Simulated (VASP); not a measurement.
Input of a VASP 6.6.1 run:

Contents of INCAR:

```
SYSTEM = RbBr
  ALGO = Normal
  EDIFF = 1E-6
  ENCUT = 520
  GGA = PS
  ISIF = 2
  ISMEAR = 0
  LASPH = .True.
  LCHARG = .False.
  LREAL = .False.
  LWAVE = .False.
  NBANDS = 15
  NELM = 60
  PREC = Accurate
  SIGMA = 0.1
```

File KPOINTS:

```
k-points
0
Gamma
  6 6 6
  0 0 0
```

POSCAR

```
RbBr
1.0
    4.1937326799      0.0000000000      0.0000000000
    0.0000000000      4.1937326799      0.0000000000
    0.0000000000      0.0000000000      4.1937326799
Rb Br
1 1
Direct
    0.0000000000      0.0000000000      0.0000000000
    0.5000000000      0.5000000000      0.5000000000
```

Potentials or basis: VASP PAW PBE potentials, release 64 (Rb_sv, Br).

Command:

```bash
$ cat potpaw_PBE.64/Rb_sv/POTCAR potpaw_PBE.64/Br/POTCAR > POTCAR
$ mpirun -np 1 vasp_std > vasp.out
```

(1) Estimate the band gap on the k mesh.

(2) Estimate the pressure.

Answers

(1) 3.76 eV, indirect (least direct gap 3.91 eV).

(2) -1.2 GPa.

Caveat: the PAW data sets were made with another functional, which shifts forces and pressure a little.
